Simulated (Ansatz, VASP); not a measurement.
# KBr in VASP and in Ansatz

Contents of INCAR:

```
  PREC = Accurate
  ENCUT = 520
  EDIFF = 1E-6
  ISMEAR = 0
  SIGMA = 0.01
  LREAL = F
  LASPH = T
  NELM = 150
  ALGO = Normal
  ISIF = 2
  LWAVE = F
  LCHARG = F
  MAGMOM = 0 0 0 0 0 0
  LORBIT = 11
  LSORBIT = T
  GGA_COMPAT = F
  LORBMOM = T
  GGA = PS
  NBANDS = 28
```

Contents of KPOINTS:

```
regular mesh
0
Gamma
  6 6 6
```

Contents of POSCAR:

```
KBr
1.0
    2.8860910258      2.8860910258      0.0000000000
   -2.8860910258      2.8860910258      0.0000000000
    0.0000000000      2.8860910258      2.8860910258
K Br
1 1
Direct
    0.0000000000      0.0000000000      0.0000000000
    0.5000000000      0.5000000000      0.0000000000
```

Input for Ansatz:

```yaml
crystal:
  lattice:
    - [2.88609102579, 2.88609102579, 0.0]
    - [-2.88609102579, 2.88609102579, 0.0]
    - [0.0, 2.88609102579, 2.88609102579]
  atoms:
    - { symbol: K, position: [0.0, 0.0, 0.0] }
    - { symbol: Br, position: [0.5, 0.5, 0.0] }
kpoints:
  mp_grid: { grid: [6, 6, 6] }
scf:
  occupations: { method: fixed }
  convergence: { dr2_threshold: 1.0e-10 }
hamiltonian:
  xc: pbesol
  pseudopotentials: { kind: all_electron, lapw: { basis_error: 0.0005 } }
magnetization:
  noncollinear: true
  spin_orbit: true
output:
  forces: true
  stress: true
  eigenstates:
    kpoints:
      - [0.0, 0.0, 0.0]
      - [-0.5, -0.5, -0.5]
      - [-0.5, 0.5, 0.0]
      - [0.0, 0.0, -0.5]
      - [0.0, -0.5, -0.5]
      - [0.0, 0.5, 0.0]
      - [-0.5, 0.0, 0.0]
      - [-0.5, 0.0, -0.5]
  eigenvalues: true
```

Alike in both runs: task single point; functional PBEsol; k mesh 6 × 6 × 6; non-collinear spin, spin-orbit coupling.

|  | VASP | Ansatz |
| --- | --- | --- |
| version | VASP 6.6.1 | Ansatz 0.2.0 |
| potentials or method | VASP PAW PBE potentials, release 64 (K_sv, Br), cutoff 520 eV | all-electron LAPW |
| occupations | gaussian, width 0.01 eV | fixed |

VASP gave:

```
pressure (GPa)           : 15.3
net moment per atom (μB) : 0.00
```

Question: What did Ansatz give for the same quantities?

Answer: Pressure (GPa): 15.0; net moment per atom (μB): 0.00.

VASP's potentials were made for PBE, not for PBEsol. Ansatz ran all-electron here, and VASP with PAW potentials.

The k mesh is coarse, so the values compare programs but aren't converged.
